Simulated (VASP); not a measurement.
Crystal: Ni.

```xyz
1
Lattice="0.0000 1.7651 1.7651 1.7651 0.0000 1.7651 1.7651 1.7651 0.0000" Properties=species:S:1:pos:R:3 pbc="T T T"
Ni    0.0000    0.0000    0.0000
```

Base run:

| Item | Value |
| --- | --- |
| Program | VASP 6.6.1 |
| Functional | PBE |
| Potentials or basis | VASP PAW PBE potentials, release 64 (Ni) |
| Cutoff | 520 eV |
| k mesh | 15 × 15 × 15 |
| Occupations | fermi-dirac, width 0.1 eV |
| Spin | collinear spin, ferromagnetic start |
| Starting moments | [1.92] μB |
| Fixed moment | 1.92 μB |

Its results: pressure 21.3 GPa; site moments Ni +1.80 μB.

Problem. After a change of settings the same cell gave: pressure 8.7 GPa; site moments Ni +1.39 μB. Which change was it?
A. fixed moment from 1.92 μB to 1.44 μB; moments at the start from [1.92] to [1.44]
B. fixed moment from 1.92 μB to none; moments at the start from [1.92] to [2.0]
C. fixed moment from 1.92 μB to 0.48 μB; moments at the start from [1.92] to [0.48]
D. fixed moment from 1.92 μB to 0.72 μB; moments at the start from [1.92] to [0.72]

Solution. A.

Caveats: the total moment is fixed, so each spin has its own Fermi level.
